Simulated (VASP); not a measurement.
Input of a VASP 6.6.1 run:

Contents of INCAR:

```
SYSTEM = Ti
  ALGO = Normal
  EDIFF = 1E-6
  ENCUT = 520
  GGA = PE
  ISIF = 2
  ISMEAR = -1
  LASPH = .TRUE.
  LCHARG = .FALSE.
  LREAL = .FALSE.
  LWAVE = .FALSE.
  NBANDS = 25
  NELM = 60
  PREC = Accurate
  SIGMA = 0.05
```

Contents of KPOINTS:

```
k-points
0
G
  7 7 10
  0 0 0
```

Contents of POSCAR:

```
Ti
1.0
    4.6000000000      0.0000000000      0.0000000000
   -2.3000000000      3.9837168574      0.0000000000
    0.0000000000      0.0000000000      2.8200000000
Ti
3
Direct
    0.0000000000      0.0000000000      0.0000000000
    0.3333333333      0.6666666667      0.5000000000
    0.6666666667      0.3333333333      0.5000000000
```

Potentials or basis: VASP PAW PBE potentials, release 64 (Ti_sv).

Launch:

```sh
$ cat potpaw_PBE.64/Ti_sv/POTCAR > POTCAR
$ mpirun -np 1 vasp_std > vasp.out
```

(1) What does it give for the band gap on the k mesh?

(2) What does it give for the pressure?

## Answers

(1) zero (band 18 reaches 8.46 eV, above the bottom of band 19 at 8.23 eV).

(2) -0.7 GPa.
